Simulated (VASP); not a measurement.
KMgF3, 5 atoms in the cell. The structure is cubic, space group Pm-3m (No. 221). Conventional cell: a = 4.085 Å, b = 4.085 Å, c = 4.085 Å, α = 90.00°, β = 90.00°, γ = 90.00°. K (site symmetry m-3m) has 12 F at 2.89 Å and 8 Mg at 3.54 Å within 3.8 Å. Within 2.7 Å of Mg (site symmetry m-3m) lie 6 F at 2.04 Å. F (site symmetry 4/mmm) has 2 Mg at 2.04 Å within 2.7 Å. 

```yaml
Program: VASP 6.6.1
Task: single point
Functional: PBE
Dispersion: D3(BJ)
Potentials_or_basis: VASP PAW PBE potentials, release 64 (K_sv, Mg, F)
Cutoff: 520 eV
k_mesh: 6 × 6 × 6
Occupations: gaussian, width 0.01 eV
Spin: no spin polarisation
Dipole_correction: no
Further_INCAR_settings: ALGO = Normal; EDIFF = 1e-06; NBANDS = 24
```

Potentials or basis: VASP PAW PBE potentials, release 64 (K_sv, Mg, F).

Command:

```console
$ cat potpaw_PBE.64/K_sv/POTCAR potpaw_PBE.64/Mg/POTCAR potpaw_PBE.64/F/POTCAR > POTCAR
$ mpirun -np 1 vasp_std > vasp.out
```

Hardware: 1 thread of Intel Xeon 8259CL, on a shared host.

**Question.** How long does it take, and how much memory?

**Answer.** Run time: 46 s on 1 thread of Intel Xeon 8259CL (shared host), peak memory 0.19 GiB. Counts: scf iterations 13, k points 20.
